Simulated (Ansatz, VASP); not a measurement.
Rb2TeP2: VASP beside Ansatz

```
CELL_PARAMETERS angstrom
4.30623 0.00000 0.00000
0.00000 5.03480 0.00000
0.00000 0.00000 10.10991
ATOMIC_POSITIONS crystal
Rb 0.00000 0.50000 0.25095
Rb 0.00000 0.50000 0.74905
Te 0.00000 0.00000 0.50000
P 0.74947 0.00000 0.00000
P 0.25053 0.00000 0.00000
```

Alike in both runs: functional PBE; k mesh 10 × 8 × 4; occupations gaussian, width 0.1 eV; no spin polarisation.

Ansatz relaxed the structure, and its values are those at the end. VASP's run is a single point on that final structure, the one shown.

```csv
,VASP,Ansatz
version,VASP 6.6.1,Ansatz 0.2.0
potentials or method,"VASP PAW PBE potentials, release 64 (Rb_sv, Te, P), cutoff 520 eV","scalar-relativistic, plane waves, PAW"
valence electrons in the cell,34,44
```

```tsv
	VASP	Ansatz	Ansatz less VASP
gap on the k mesh at the Fermi level (eV)	none	none	-
pressure (GPa)	0.0	0.0	+0.02
rms of the force components (eV/Å)	0.003	0.003	+0.0004
```

A gap of «none» marks a metal or a gap that the smearing closes. The functional is the same, so the differences come from potentials, cutoffs and numerics. VASP's potentials hold 34 valence electrons a cell and Ansatz's 44, so a difference there can come from the potentials and not from the codes.

Spin-orbit coupling is off throughout.
